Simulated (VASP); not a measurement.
Input of a VASP 6.6.1 run:

The input INCAR:

```
PREC = Accurate ; ENCUT = 600
EDIFF = 1E-7 ; ISMEAR = -1
SIGMA = 0.0302 ; LREAL = False
LASPH = True ; NELM = 120
ALGO = Normal ; ISIF = 3
LWAVE = False ; LCHARG = False
GGA = PE ; IBRION = 2
NSW = 100 ; EDIFFG = -0.01
GGA_COMPAT = False ; NELMIN = 4
```

File KPOINTS:

```
regular mesh
0
Gamma
  10 10 10
```

File POSCAR:

```
BeSe
1.0
    0.0000000000      2.5201240000      2.5201240000
    2.5201240000      0.0000000000      2.5201240000
    2.5201240000      2.5201240000      0.0000000000
Be Se
1 1
Direct
    0.0000000000      0.0000000000      0.0000000000
    0.2500000000      0.2500000000      0.2500000000
```

Potentials or basis: VASP PAW PBE potentials, release 64 (Be, Se).

The run is started by

```console
$ cat potpaw_PBE.64/Be/POTCAR potpaw_PBE.64/Se/POTCAR > POTCAR
$ mpirun -np 1 vasp_std > vasp.out
```

Task: Estimate the relaxed volume.

Result: 17.39 Å³/atom.

Task: What does it give for the band gap on the k mesh?

Result: 2.67 eV, indirect (least direct gap 4.21 eV).

Step by step:
```csv
step,energy change (eV),largest force (eV/Å),pressure (GPa),volume (Å³)
1,0.0000,0.0000,7.34,32.01
2,-0.0558,0.0000,-1.52,35.53
3,-0.0594,0.0000,0.02,34.78
```

A k mesh can miss the band edges. PBE usually gives volumes a little too large and moduli too small.
